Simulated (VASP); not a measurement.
**Ba: single point with PBE**

Ba:

```
Ba
1.0
    -2.43779    2.43779    2.43779
     2.43779   -2.43779    2.43779
     2.43779    2.43779   -2.43779
Ba
1
Direct
  0.00000 0.00000 0.00000
```

```json
{
  "Program": "VASP 6.6.1",
  "Task": "single point",
  "Functional": "PBE",
  "Potentials or basis": "VASP PAW PBE potentials, release 64 (Ba_sv)",
  "Cutoff": "520 eV",
  "k mesh": "7 × 7 × 7",
  "Occupations": "fermi-dirac, width 0.1 eV",
  "Spin": "no spin polarisation",
  "Dipole correction": "no",
  "Further INCAR settings": "ALGO = Normal; EDIFF = 1e-06; NBANDS = 11"
}
```

The pressure is 1.0 GPa and the band gap on the k mesh is zero (band 5 reaches 2.23 eV, above the bottom of band 6 at 1.41 eV).

Levels at points of the mesh, in eV from the Fermi level:
| k point | band 2 | band 3 | band 4 | band 5 | band 6 | band 7 | band 8 | band 9 |
| --- | --- | --- | --- | --- | --- | --- | --- | --- |
| (0.00, 0.00, 0.00) | -13.63 | -13.63 | -13.63 | -2.78 | 1.93 | 1.93 | 1.93 | 3.45 |

Run time: 9.5 s on 1 thread of Intel(R) Xeon(R) Platinum 8375C CPU @ 2.90GHz (Ice Lake), on a shared host, peak memory 0.17 GiB.

Caveat: spin-orbit coupling is left out, which moves the levels of the heavy elements.
